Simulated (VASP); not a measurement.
ZrPdSe3:

```
CELL_PARAMETERS angstrom
4.79845 0.00000 0.00000
0.00000 4.79845 0.00000
0.00000 0.00000 4.79845
ATOMIC_POSITIONS crystal
Zr 0.00000 0.00000 0.00000
Pd 0.50000 0.50000 0.50000
Se 0.50000 0.00000 0.00000
Se 0.00000 0.50000 0.00000
Se 0.00000 0.00000 0.50000
```

```yaml
Program: VASP 6.6.1
Task: relaxation of cell and atoms
Functional: PBE
Potentials_or_basis: VASP PAW PBE potentials, release 64 (Zr_sv, Pd, Se)
Cutoff: 600 eV
k_mesh: 4 × 4 × 4
Occupations: gaussian, width 0.1 eV
Spin: no spin polarisation
```

At the start: pressure 21.7 GPa; volume 22.10 Å³/atom.

How do energy, volume and symmetry change on relaxing?

Over 3 steps the energy falls by 318.9 meV/atom and the volume is 27.92 Å³/atom (+26.3 %); space group Pm-3m (No. 221, to 0.05 Å).

The path:
```
step  energy change (eV)  largest force (eV/Å)  pressure (GPa)  volume (Å³)
   1              0.0000                0.0000           21.70       110.48
   2             -0.9604                0.0000           -6.61       165.57
   3             -1.5947                0.0000           -0.09       139.58
```

Final structure:
```cif
data_structure
_symmetry_space_group_name_H-M 'P 1'
_symmetry_Int_Tables_number 1
_cell_length_a 5.1872
_cell_length_b 5.1872
_cell_length_c 5.1872
_cell_angle_alpha 90.000
_cell_angle_beta 90.000
_cell_angle_gamma 90.000
_cell_volume 139.58
loop_
_atom_site_label
_atom_site_type_symbol
_atom_site_fract_x
_atom_site_fract_y
_atom_site_fract_z
_atom_site_occupancy
Zr1 Zr 0.00000 0.00000 0.00000 1
Pd1 Pd 0.50000 0.50000 0.50000 1
Se1 Se 0.50000 0.00000 0.00000 1
Se2 Se 0.00000 0.50000 0.00000 1
Se3 Se 0.00000 0.00000 0.50000 1
```

Caveat: the volume moved by over 15 % at a fixed basis, so the end points are rough.
